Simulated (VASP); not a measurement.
# Mo (I4/mmm) in VASP: notebook

The runs below take Mo through single point, with LDA.

All numbers are computed with VASP 6.6.1; they aren't measurements. Logs are shortened: lines on timing, memory, paths and dates and some standing lists are left out, and cuts for length are marked.

## 1. The cell of the first run

It takes space group I4/mmm (No. 139, tetragonal). The conventional cell has a = 3.096 Å, b = 3.096 Å, c = 3.415 Å, α = 90.00°, β = 90.00°, γ = 90.00°. Mo (site symmetry 4/mmm) has 14 Mo at 2.78 to 3.41 Å within 3.7 Å.

## 2. Single point, LDA

The input, INCAR:

```
PREC = Accurate
ENCUT = 520
EDIFF = 1E-7
ISMEAR = 0
SIGMA = 0.15
LREAL = F
LASPH = T
NELM = 100
ALGO = Fast
ISIF = 2
LWAVE = F
LCHARG = T
GGA = CA
LELF = T
LVHAR = T
NBANDS = 13
```

The input, KPOINTS:

```
Automatic mesh
0
Gamma
  22 22 22
```

The input, POSCAR:

```
Mo
1.0
    0.0000000000      2.1889886828      1.7074111726
    2.1889886828      0.0000000000      1.7074111726
    2.1889886828      2.1889886828      0.0000000000
Mo
1
Direct
    0.0000000000      0.0000000000      0.0000000000
```

Potentials or basis: VASP PAW LDA potentials, release 64 (Mo_sv).

The run is started by

```bash
$ cat potpaw_LDA.64/Mo_sv/POTCAR > POTCAR
$ mpirun -np 1 vasp_std > vasp.out
```

OUTCAR:

```text
PREC = Accurate
   ENCUT = 520
   EDIFF = 1E-7
   ISMEAR = 0
   LREAL = F
   LASPH = T
   NELM = 100
   ISIF = 2
   GGA = CA

 ion  position               nearest neighbor table
   1  0.000  0.000  0.000-

  LATTYP: Found a body centered tetragonal cell.
 ALAT       =     3.0956974831
 C/A-ratio  =     1.1030865787

  Lattice vectors:

 A1 = (   0.0000000000,  -2.1889886828,  -1.7074111726)
 A2 = (   0.0000000000,   2.1889886828,  -1.7074111726)
 A3 = (   2.1889886828,   0.0000000000,   1.7074111726)

Analysis of symmetry for initial positions (statically):
=====================================================================
 Subroutine PRICEL returns:
 Original cell was already a primitive cell.

 Routine SETGRP: Setting up the symmetry group for a
 body centered tetragonal supercell.

 Subroutine GETGRP returns: Found 16 space group operations
 (whereof 16 operations were pure point group operations)
 out of a pool of 16 trial point group operations.

The static configuration has the point symmetry D_4h.

Analysis of symmetry for dynamics (positions and initial velocities):
=====================================================================
 Subroutine PRICEL returns:
 Original cell was already a primitive cell.

 Routine SETGRP: Setting up the symmetry group for a
 body centered tetragonal supercell.

 Subroutine GETGRP returns: Found 16 space group operations
 (whereof 16 operations were pure point group operations)
 out of a pool of 16 trial point group operations.

The dynamic configuration has the point symmetry D_4h.

 Subroutine INISYM returns: Found 16 space group operations
 (whereof 16 operations are pure point group operations),
 and found     1 'primitive' translations

----------------------------------------------------------------------------------------

                                     Primitive cell

  volume of cell :      16.3627

  direct lattice vectors                    reciprocal lattice vectors
     0.000000000  2.188988683  1.707411173    -0.228415982  0.228415982  0.292841003
     2.188988683  0.000000000  1.707411173     0.228415982 -0.228415982  0.292841003
     2.188988683  2.188988683  0.000000000     0.228415982  0.228415982 -0.292841003

  length of vectors
     2.776134789  2.776134789  3.095697483     0.436008687  0.436008687  0.436008687

  position of ions in fractional coordinates (direct lattice)
     0.000000000  0.000000000  0.000000000

  ion indices of the primitive-cell ions
   primitive index   ion index
                 1           1

----------------------------------------------------------------------------------------

 KPOINTS: Automatic mesh

Automatic generation of k-mesh.
 Grid dimensions read from file:
 generate k-points for:   22   22   22

 Generating k-lattice:

  Cartesian coordinates                     Fractional coordinates (reciprocal lattice)
    -0.010382545  0.010382545  0.013310955     0.045454545  0.000000000  0.000000000
     0.010382545 -0.010382545  0.013310955     0.000000000  0.045454545  0.000000000
     0.010382545  0.010382545 -0.013310955     0.000000000  0.000000000  0.045454545

  Length of vectors
     0.019818577  0.019818577  0.019818577

  Shift w.r.t. Gamma in fractional coordinates (k-lattice)
     0.000000000  0.000000000  0.000000000

 Subroutine IBZKPT returns following result:
 ===========================================

 Found    834 irreducible k-points:

 Following reciprocal coordinates:
            Coordinates               Weight
  0.000000  0.000000  0.000000      1.000000
  0.045455  0.000000  0.000000      8.000000
  0.090909  0.000000  0.000000      8.000000
  0.136364  0.000000  0.000000      8.000000
  0.181818 -0.000000  0.000000      8.000000
  0.227273  0.000000  0.000000      8.000000
[... 16 lines left out ...]
  0.500000  0.045455  0.000000      8.000000
 -0.454545  0.045455  0.000000      8.000000
 [... further k-points ...]
   k-points           NKPTS =    834   k-points in BZ     NKDIM =    834   number of bands    NBANDS=     13
   number of dos      NEDOS =    301   number of ions     NIONS =      1
   total plane-waves  NPLWV =  13824
   dimension x,y,z NGX =    24 NGY =   24 NGZ =   24
   dimension x,y,z NGXF=    48 NGYF=   48 NGZF=   48
   ions per type =               1
   NGX,Y,Z   is equivalent  to a cutoff of  14.37, 14.37, 12.89 a.u.
   NGXF,Y,Z  is equivalent  to a cutoff of  28.74, 28.74, 25.78 a.u.
 SYSTEM =  unknown system
   PREC   = accura    normal or accurate (medium, high low for compatibility)
   ISTART =      0    job   : 0-new  1-cont  2-samecut
   ICHARG =      2    charge: 1-file 2-atom 10-const
   ISPIN  =      1    spin polarized calculation?
   LNONCOLLINEAR =      F non collinear calculations
   LSORBIT =      F    spin-orbit coupling
   LASPH  =      T    aspherical Exc in radial PAW
   ENCUT  =  520.0 eV  38.22 Ry    6.18 a.u.   5.16  5.16  5.76*2*pi/ulx,y,z
   NELM   =    100;   NELMIN=  2; NELMDL= -5     # of ELM steps
   EDIFF  = 0.1E-06   stopping-criterion for ELM
   LREAL  =      F    real-space projection
   EDIFFG = 0.1E-05   stopping-criterion for IOM
   NSW    =      0    number of steps for IOM
   IBRION =     -1    ionic relax: 0-MD 1-quasi-New 2-CG
   NFREE  =      0    steps in history (QN), initial steepest desc. (CG)
   ISIF   =      2    stress and relaxation
   ISYM   =      2    0-nonsym 1-usesym 2-fastsym
   POTIM  = 0.5000    time-step for ionic-motion
   TEBEG  =    0.0;   TEEND  =   0.0 temperature during run
   PSTRESS=    0.0 pullay stress
   NELECT =      14.0000    total number of electrons
   NUPDOWN=      -1.0000    fix difference up-down
   EMIN   =  10.00;   EMAX   =-10.00  energy-range for DOS
   EFERMI =   0.00;   METHOD = LEGACY
   ISMEAR =     0;   SIGMA  =   0.15  broadening in eV -4-tet -1-fermi 0-gaus
   EFERMI_NEDOS =   21; number of points for ismear=-14 and -15
   IALGO  =     68    algorithm
   IMIX   =      4    mixing-type and parameters
     AMIX     =   0.40;   BMIX     =  1.00
     AMIX_MAG =   1.60;   BMIX_MAG =  1.00
  volume/ion in A,a.u.               =      16.36       110.42
  Fermi-wavevector in a.u.,A,eV,Ry     =   1.554172  2.936960 32.864208  2.415451
  Thomas-Fermi vector in A             =   2.658297
   LORBIT       =      0    0 simple, 1 ext, 2 COOP (PROOUT), +10 PAW based schemes
   GGA     = CA    functional components
   LHFCALC =     F    Hartree Fock is set to
   AEXX    =    0.0000 exact exchange contribution
   IVDW    =     0    specifies the selected vdW correction
   LEPSILON=     F    determine dielectric tensor
   LRPA    =     F    only Hartree local field effects (RPA)
 non-spin polarized calculation
 RMM-DIIS sequential band-by-band and
 Gauss-broadening in eV      SIGMA  =   0.15
  energy-cutoff  :      520.00
  volume of cell :       16.36
 maximum number of plane-waves:       454
 NGX is ok and might be reduce to    24

 number of electron      13.9999998 magnetization

 Free energy of the ion-electron system (eV)
  ---------------------------------------------------
  ext. energy  EPLUGINS =         0.00000000
  ---------------------------------------------------
  free energy    TOTEN  =       -11.97129418 eV

  energy without entropy =      -11.96307975  energy(sigma->0) =      -11.96718697

 E-fermi :  11.7177     XC(G=0): -13.3481

 val. band max:       11.7148773652   @ k =   0.2273   0.1364   0.0909
 cond. band min:      11.7216760132   @ k =   0.5000   0.3636   0.0909
 fundamental gap:      0.0067986480
 Fermi energy:        11.7176774412

 k-point     1 :       0.0000    0.0000    0.0000
  band No.  band energies     occupation
      1     -49.1800      2.00000
      2     -22.7304      2.00000
      3     -22.7175      2.00000
      4     -22.7175      2.00000
      5       4.6650      2.00000
      6      10.2132      2.00000
      7      10.2132      2.00000
      8      11.1854      2.00000
      9      12.5636      0.00000
     10      13.7822      0.00000
     11      25.4654      0.00000
     12      27.1821      0.00000
     13      27.1821      0.00000

 k-point     2 :       0.0455    0.0000    0.0000
  band No.  band energies     occupation
      1     -49.1757      2.00000
      2     -22.7518      2.00000
      3     -22.7248      2.00000
      4     -22.7230      2.00000
      5       4.7505      2.00000
      6      10.2102      2.00000
      7      10.2377      2.00000
      8      11.1932      2.00000
      9      12.5247      0.00000
     10      13.7487      0.00000
     11      25.6085      0.00000
     12      27.2472      0.00000
     13      27.3232      0.00000

 k-point     3 :       0.0909    0.0000    0.0000
  band No.  band energies     occupation
      1     -49.1629      2.00000
      2     -22.8283      2.00000
      3     -22.7461      2.00000
      4     -22.7243      2.00000
      5       4.9991      2.00000
      6      10.1938      2.00000
      7      10.2686      2.00000
      8      11.2638      1.99998
      9      12.4275      0.00000
     10      13.6663      0.00000
     11      25.9868      0.00000
     12      27.3978      0.00000
     13      27.7391      0.00000
[... 305 lines left out ...]
 k-point    23 :       0.5000    0.0455    0.0000
  band No.  band energies     occupation
      1     -48.9568      2.00000
      2     -23.9572      2.00000
      3     -23.0759      2.00000
      4     -22.7466      2.00000
      5       6.7834      2.00000
      6       9.0452      2.00000
      7      12.0767      0.00071
      8      12.7695      0.00000
      9      14.6497      0.00000
     10      16.0289      0.00000
     11      22.3681      0.00000
     12      24.0320      0.00000
     13      28.8806      0.00000

 k-point    24 :      -0.4545    0.0455    0.0000
  band No.  band energies     occupation
      1     -48.9606      2.00000
      2     -23.9374      2.00000
      3     -23.0683      2.00000
      4     -22.7496      2.00000
      5       6.8066      2.00000
      6       9.0655      2.00000
      7      11.8705      0.14972
      8      12.8951      0.00000
      9      14.5599      0.00000
     10      15.8311      0.00000
     11      22.5809      0.00000
     12      24.0938      0.00000
     13      29.1922      0.00000

 [... further k-points ...]
[... 5 lines left out ...]
  --------------------------------------------------------------------------------------
  -------------------------------------------------------------------------------------
  Total       -1.0897689     -1.0897689     -3.4382094      0.0000000      0.0000000      0.0000000
  in kB     -106.7062502   -106.7062502   -336.6570821      0.0000000      0.0000000      0.0000000
  external PRESSURE =    -183.3565275 kB  Pullay stress =       0.0000000 kB

 VOLUME and BASIS-vectors are now :
 -----------------------------------------------------------------------------
  energy-cutoff  :      520.00
  volume of cell :       16.36
      direct lattice vectors                 reciprocal lattice vectors
     0.000000000  2.188988683  1.707411173    -0.228415982  0.228415982  0.292841003
     2.188988683  0.000000000  1.707411173     0.228415982 -0.228415982  0.292841003
     2.188988683  2.188988683  0.000000000     0.228415982  0.228415982 -0.292841003

 POSITION                                       TOTAL-FORCE (eV/Angst)
 -----------------------------------------------------------------------------------
      0.00000      0.00000      0.00000         0.000000      0.000000      0.000000
 -----------------------------------------------------------------------------------
    total drift:                                0.000000      0.000000      0.000000

  FREE ENERGIE OF THE ION-ELECTRON SYSTEM (eV)
  ---------------------------------------------------
  free  energy   TOTEN  =       -11.9712941764 eV

  energy  without entropy=      -11.9630797537  energy(sigma->0) =      -11.96718697
```

Wall time 3.6 min (1 thread of Intel Xeon 8259CL, shared host); peak memory 0.27 GiB.

What came out:

| Item | Value |
| --- | --- |
| Free energy | -11.9713 eV |
| Pressure | -18.3 GPa |
| Band gap on the k mesh | zero (bands 7 and 8 overlap by 4.46 eV) |

Caveat: the stress differs along the axes, from -34 to -11 GPa.

## 3. Single point, LDA

This run uses another cell than the first one, of the same volume but with other edges.

The input, INCAR:

```
ALGO = Fast
EDIFF = 1E-6
ENCUT = 520
ISIF = 2
ISMEAR = 0
LASPH = True
LCHARG = False
LREAL = False
LWAVE = False
NBANDS = 13
NELM = 100
PREC = Accurate
SIGMA = 0.15
```

The input, KPOINTS:

```
k-points
0
Gamma
  22 22 22
```

The input, POSCAR:

```
Mo
1.0
    0.0000000000      1.8462645591      2.4001439268
    1.8462645591      0.0000000000      2.4001439268
    1.8462645591      1.8462645591      0.0000000000
Mo
1
Direct
    0.0000000000      0.0000000000      0.0000000000
```

Potentials or basis: VASP PAW LDA potentials, release 64 (Mo_sv).

The run is started by

```bash
$ cat potpaw_LDA.64/Mo_sv/POTCAR > POTCAR
$ mpirun -np 1 vasp_std > vasp.out
```

OUTCAR:

```text
EDIFF = 1E-6
   ENCUT = 520
   ISIF = 2
   ISMEAR = 0
   LASPH = True
   LREAL = False
   NELM = 100
   PREC = Accurate

 ion  position               nearest neighbor table
   1  0.000  0.000  0.000-

  LATTYP: Found a body centered tetragonal cell.
 ALAT       =     2.6110123792
 C/A-ratio  =     1.8384776311

  Lattice vectors:

 A1 = (  -1.8462645591,   0.0000000000,   2.4001439268)
 A2 = (   1.8462645591,   0.0000000000,   2.4001439268)
 A3 = (   0.0000000000,   1.8462645591,  -2.4001439268)

Analysis of symmetry for initial positions (statically):
=====================================================================
 Subroutine PRICEL returns:
 Original cell was already a primitive cell.

 Routine SETGRP: Setting up the symmetry group for a
 body centered tetragonal supercell.

 Subroutine GETGRP returns: Found 16 space group operations
 (whereof 16 operations were pure point group operations)
 out of a pool of 16 trial point group operations.

The static configuration has the point symmetry D_4h.

Analysis of symmetry for dynamics (positions and initial velocities):
=====================================================================
 Subroutine PRICEL returns:
 Original cell was already a primitive cell.

 Routine SETGRP: Setting up the symmetry group for a
 body centered tetragonal supercell.

 Subroutine GETGRP returns: Found 16 space group operations
 (whereof 16 operations were pure point group operations)
 out of a pool of 16 trial point group operations.

The dynamic configuration has the point symmetry D_4h.

 Subroutine INISYM returns: Found 16 space group operations
 (whereof 16 operations are pure point group operations),
 and found     1 'primitive' translations

----------------------------------------------------------------------------------------

                                     Primitive cell

  volume of cell :      16.3627

[... 109 lines left out ...]
  Thomas-Fermi vector in A             =   2.658297
   LORBIT       =      0    0 simple, 1 ext, 2 COOP (PROOUT), +10 PAW based schemes
   GGA     = CA    functional components
   LHFCALC =     F    Hartree Fock is set to
   AEXX    =    0.0000 exact exchange contribution
   IVDW    =     0    specifies the selected vdW correction
   LEPSILON=     F    determine dielectric tensor
   LRPA    =     F    only Hartree local field effects (RPA)
 non-spin polarized calculation
 RMM-DIIS sequential band-by-band and
 Gauss-broadening in eV      SIGMA  =   0.15
  energy-cutoff  :      520.00
  volume of cell :       16.36
 maximum number of plane-waves:       454
   NGX = 11   NGY = 11   NGZ =  9

 number of electron      13.9999998 magnetization

 Free energy of the ion-electron system (eV)
  ---------------------------------------------------
  ext. energy  EPLUGINS =         0.00000000
  ---------------------------------------------------
  free energy    TOTEN  =       -11.74320331 eV

  energy without entropy =      -11.73332174  energy(sigma->0) =      -11.73826252

 E-fermi :  11.7416     XC(G=0): -13.3197

 val. band max:       11.7387693495   @ k =   0.3636   0.0000   0.1364
 cond. band min:      11.7424572002   @ k =  -0.3636   0.0455   0.1818
 fundamental gap:      0.0036878507
 Fermi energy:        11.7416165140

 k-point     1 :       0.0000    0.0000    0.0000
  band No.  band energies     occupation
      1     -49.1686      2.00000
      2     -22.9154      2.00000
      3     -22.5158      2.00000
      4     -22.5158      2.00000
      5       4.7057      2.00000
      6       8.6542      2.00000
      7      10.4919      2.00000
      8      12.1085      0.00054
      9      12.1085      0.00054
     10      15.1762      0.00000
     11      25.4005      0.00000
     12      25.4420      0.00000
     13      32.2820      0.00000
[... 354 lines left out ...]
  band No.  band energies     occupation
      1     -48.9124      2.00000
      2     -24.0752      2.00000
      3     -23.1037      2.00000
      4     -22.4646      2.00000
      5       6.8463      2.00000
      6       9.1424      2.00000
      7      12.0173      0.00935
      8      12.7062      0.00000
      9      14.6527      0.00000
     10      15.7114      0.00000
     11      22.6388      0.00000
     12      23.4960      0.00000
     13      30.1783      0.00000

 [... further k-points ...]
[... 5 lines left out ...]
  --------------------------------------------------------------------------------------
  -------------------------------------------------------------------------------------
  Total       -1.0738821     -1.0738821     -1.8457129      0.0000000     -0.0000000      0.0000000
  in kB     -105.1506690   -105.1506690   -180.7255656      0.0000000     -0.0000000      0.0000000
  external PRESSURE =    -130.3423012 kB  Pullay stress =       0.0000000 kB

 VOLUME and BASIS-vectors are now :
 -----------------------------------------------------------------------------
  energy-cutoff  :      520.00
  volume of cell :       16.36
      direct lattice vectors                 reciprocal lattice vectors
     0.000000000  1.846264559  2.400143927    -0.270817093  0.270817093  0.208320840
     1.846264559  0.000000000  2.400143927     0.270817093 -0.270817093  0.208320840
     1.846264559  1.846264559  0.000000000     0.270817093  0.270817093 -0.208320840

 POSITION                                       TOTAL-FORCE (eV/Angst)
 -----------------------------------------------------------------------------------
      0.00000      0.00000      0.00000        -0.000000      0.000000      0.000000
 -----------------------------------------------------------------------------------
    total drift:                                0.000000      0.000000      0.000000

  FREE ENERGIE OF THE ION-ELECTRON SYSTEM (eV)
  ---------------------------------------------------
  free  energy   TOTEN  =       -11.7432033051 eV

  energy  without entropy=      -11.7333217426  energy(sigma->0) =      -11.73826252
```

stdout:

```text
POSCAR found type information on POSCAR Mo
 POSCAR found :  1 types and       1 ions
 scaLAPACK will be used
 LDA part: xc-table for (Slater(with rela. corr.)+CA(PZ))
 , standard interpolation
 POSCAR, INCAR and KPOINTS ok, starting setup
 FFT: planning ... GRIDC
 FFT: planning ... GRID_SOFT
 FFT: planning ... GRID
 WAVECAR not read
 entering main loop
```

It took 2.6 min on 1 thread of Intel Xeon 8259CL, shared host; peak memory 0.26 GiB.

Results:

* Free energy: -11.7432 eV
* Pressure: -13.0 GPa
* Band gap on the k mesh: zero (bands 7 and 8 overlap by 2.75 eV)

Stress tensor (GPa, compression positive):
```
-10.52   0.00   0.00
  0.00 -10.52   0.00
  0.00   0.00 -18.07
```

Caveat: the stress differs along the axes, from -18 to -11 GPa.

[end of part 1 of 3]
